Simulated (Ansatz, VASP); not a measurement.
**GaO3 in VASP and in Ansatz**

The input INCAR:

```
  PREC = Accurate
  ENCUT = 520
  EDIFF = 1E-6
  ISMEAR = 0
  SIGMA = 0.1
  LREAL = False
  LASPH = True
  NELM = 150
  ALGO = Normal
  ISIF = 2
  LWAVE = False
  LCHARG = False
  ISPIN = 2
  MAGMOM = 0 1 1 1
  LORBIT = 11
  GGA = PE
  NBANDS = 28
```

The input KPOINTS:

```
Automatic mesh
0
Gamma
  6 6 6
```

POSCAR

```
GaO3
1.0
   -2.0756032194      2.0756032194      2.0756032194
    2.0756032194     -2.0756032194      2.0756032194
    2.0756032194      2.0756032194     -2.0756032194
Ga O
1 3
Direct
    0.0000000000      0.0000000000      0.0000000000
    0.0000000000      0.5000000000      0.5000000000
    0.5000000000      0.0000000000      0.5000000000
    0.5000000000      0.5000000000      0.0000000000
```

Input for Ansatz:

```yaml
crystal:
  lattice:
    - [-2.0756032194, 2.0756032194, 2.0756032194]
    - [2.0756032194, -2.0756032194, 2.0756032194]
    - [2.0756032194, 2.0756032194, -2.0756032194]
  atoms:
    - { symbol: Ga, position: [0.0, 0.0, 0.0] }
    - { symbol: O, position: [0.0, 0.5, 0.5], spin: 1.0 }
    - { symbol: O, position: [0.5, 0.0, 0.5], spin: 1.0 }
    - { symbol: O, position: [0.5, 0.5, 0.0], spin: 1.0 }
basis:
  ecutwfc: 420
kpoints:
  mp_grid: { grid: [6, 6, 6] }
hamiltonian:
  xc: pbe
scf:
  occupations: { method: gaussian, width: 0.1 }
  lower_state_search: "off"
output:
  forces: true
  stress: true
  eigenvalues: true
  populations: true
magnetization:
  spin_polarized: true
```

Alike in both runs: task single point; functional PBE; k mesh 6 × 6 × 6; occupations gaussian, width 0.1 eV; collinear spin.

|  | VASP | Ansatz |
| --- | --- | --- |
| version | VASP 6.6.1 | Ansatz 0.2.0 |
| potentials or method | VASP PAW PBE potentials, release 64 (Ga_d, O), cutoff 520 eV | scalar-relativistic, plane waves, PAW |
| valence electrons in the cell | 31 | 31 |

Ansatz gave:

```
gap on the k mesh at the Fermi level (eV) : none
pressure (GPa)                            : 0.0
net moment per atom (μB)                  : 0.00
```

**Question.** Which values does VASP return?

**Answer.** gap on the k mesh at the Fermi level (eV): none; pressure (GPa): 0.4; net moment per atom (μB): 0.00.

A gap of «none» marks a metal or a gap that the smearing closes. Ansatz's warnings: filled band counts differ across k points, seeded moment not kept.
